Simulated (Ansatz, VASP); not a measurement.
# HfN: VASP beside Ansatz

```
Hf N
1.0
     0.00000    2.25078    2.25078
     2.25078    0.00000    2.25078
     2.25078    2.25078    0.00000
Hf N
1 1
Direct
  0.50000 0.50000 0.50000
  0.00000 0.00000 0.00000
```

Alike in both runs: functional PBEsol; k mesh 16 × 16 × 16; occupations gaussian, width 0.1 eV; no spin polarisation.

Ansatz relaxed the structure, and its values are those at the end. VASP's run is a single point on that final structure, the one shown.

|  | VASP | Ansatz |
| --- | --- | --- |
| version | VASP 6.6.1 | Ansatz 0.2.0 |
| potentials or method | VASP PAW PBE potentials, release 64 (Hf_pv, N), cutoff 520 eV | scalar-relativistic, plane waves, PAW |
| valence electrons in the cell | 15 | 31 |

VASP gave:

```
gap on the k mesh at the Fermi level (eV) : none
pressure (GPa)                            : -2.2
```

Task: What did Ansatz give for the same quantities?

Result: gap on the k mesh at the Fermi level (eV): none; pressure (GPa): 0.0.

VASP's potentials were made for PBE, not for PBEsol. A gap of «none» marks a metal or a gap that the smearing closes. The functional is the same, so the differences come from potentials, cutoffs and numerics. VASP's potentials hold 15 valence electrons a cell and Ansatz's 31, so a difference there can come from the potentials and not from the codes.

Neither program's run includes spin-orbit coupling.
